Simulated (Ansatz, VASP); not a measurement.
# ZrB2 in VASP and in Ansatz

```
CELL_PARAMETERS angstrom
3.12716 0.00000 0.00000
-1.56358 2.70820 0.00000
0.00000 0.00000 3.48525
ATOMIC_POSITIONS crystal
Zr 0.00000 0.00000 0.00000
B 0.66667 0.33333 0.50000
B 0.33333 0.66667 0.50000
```

Alike in both runs: task single point; functional r2SCAN; k mesh 10 × 10 × 8; occupations fermi-dirac, width 0.05 eV; no spin polarisation.

|  | VASP | Ansatz |
| --- | --- | --- |
| version | VASP 6.6.1 | Ansatz 0.2.0 |
| potentials or method | VASP PAW PBE potentials, release 64 (Zr_sv, B) | Ansatz PAW |
| plane-wave cutoff (eV) | 520 | 500 |
| valence electrons in the cell | 18 | 18 |

VASP gave:

```
gap on the k mesh at the Fermi level (eV)                     : none
pressure (GPa)                                                : 11.8
traceless stress, the component that is largest in VASP (GPa) : 1.16
```

Which values does Ansatz return?

gap on the k mesh at the Fermi level (eV): none; pressure (GPa): 11.7; traceless stress, the component that is largest in VASP (GPa): 1.15.

VASP's potentials were made for PBE, not for r2SCAN. A gap of «none» marks a metal or a gap that the smearing closes. With one functional, cell and mesh, what is left measures potentials, basis and numerics.
